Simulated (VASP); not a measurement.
**Sn: single point with PBE**

Sn:

```xyz
2
Lattice="0.0000 3.2456 3.2456 3.2456 0.0000 3.2456 3.2456 3.2456 0.0000" Properties=species:S:1:pos:R:3 pbc="T T T"
Sn    3.2456    3.2456    3.2456
Sn    4.8684    4.8684    4.8684
```

```
Program             : VASP 6.6.1
Task                : single point
Functional          : PBE
Potentials or basis : VASP PAW PBE potentials, release 64 (Sn_d)
Cutoff              : 520 eV
k mesh              : 9 × 9 × 9
Occupations         : fermi-dirac, width 0.03 eV
Spin                : no spin polarisation
```

```yaml
Pressure: 3.1 GPa
Band_gap_on_the_k_mesh: zero (band 14 reaches 5.72 eV, above the bottom of band 15 at 5.65 eV)
```

Levels at points of the mesh, in eV from the Fermi level:
```csv
k point,band 11,band 12,band 13,band 14,band 15,band 16,band 17,band 18
"(0.00, 0.00, 0.00)",-10.58,-0.62,0.10,0.10,0.10,2.18,2.18,2.18
```

It took 38 s on 1 thread of Intel(R) Xeon(R) Platinum 8488C (Sapphire Rapids) (shared host), peak memory 0.21 GiB.

Caveat: spin-orbit coupling is left out, which moves the levels of the heavy elements.
